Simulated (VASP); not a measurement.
Wanted: the native input for a VASP 6.6.1 run.

```
Task                   : single point
Functional             : PBEsol
Potentials or basis    : VASP PAW PBE potentials, release 64 (Hf_pv)
Cutoff                 : 520 eV
k mesh                 : 7 × 7 × 7
Occupations            : gaussian, width 0.1 eV
Spin                   : no spin polarisation
Dipole correction      : no
Further INCAR settings : ALGO = Normal; EDIFF = 1e-07; NBANDS = 17
```

The structure of Hf lies in POSCAR:

```
Hf
1.0
    0.0000000000      3.1833901642      3.1833901642
    3.1833901642      0.0000000000      3.1833901642
    3.1833901642      3.1833901642      0.0000000000
Hf
2
Direct
    0.0000000000      0.0000000000      0.0000000000
    0.2500000000      0.2500000000      0.2500000000
```

This isn't the form of Hf at room conditions, which is hcp.

The input as run:

INCAR

```
SYSTEM = Hf
  PREC = Accurate
  ENCUT = 520
  EDIFF = 1E-7
  ISMEAR = 0
  SIGMA = 0.1
  LREAL = .FALSE.
  LASPH = .TRUE.
  NELM = 100
  ALGO = Normal
  ISIF = 2
  LWAVE = .FALSE.
  LCHARG = .FALSE.
  GGA = PS
  NBANDS = 17
```

KPOINTS

```
regular mesh
0
G
  7 7 7
  0 0 0
```

Potentials or basis: VASP PAW PBE potentials, release 64 (Hf_pv).

Launch:

```console
$ cat potpaw_PBE.64/Hf_pv/POTCAR > POTCAR
$ mpirun -np 1 vasp_std > vasp.out
```

Results of the run:

```
Pressure               : -0.2 GPa
Band gap on the k mesh : zero (bands 10 and 11 overlap by 0.55 eV)
```

Caveat: the PAW data sets were made with another functional, which shifts forces and pressure a little; spin-orbit coupling is left out, which moves the levels of the heavy elements.

Run time: 32 s on 1 thread of Intel Xeon 8259CL (shared host), peak memory 0.2 GiB.
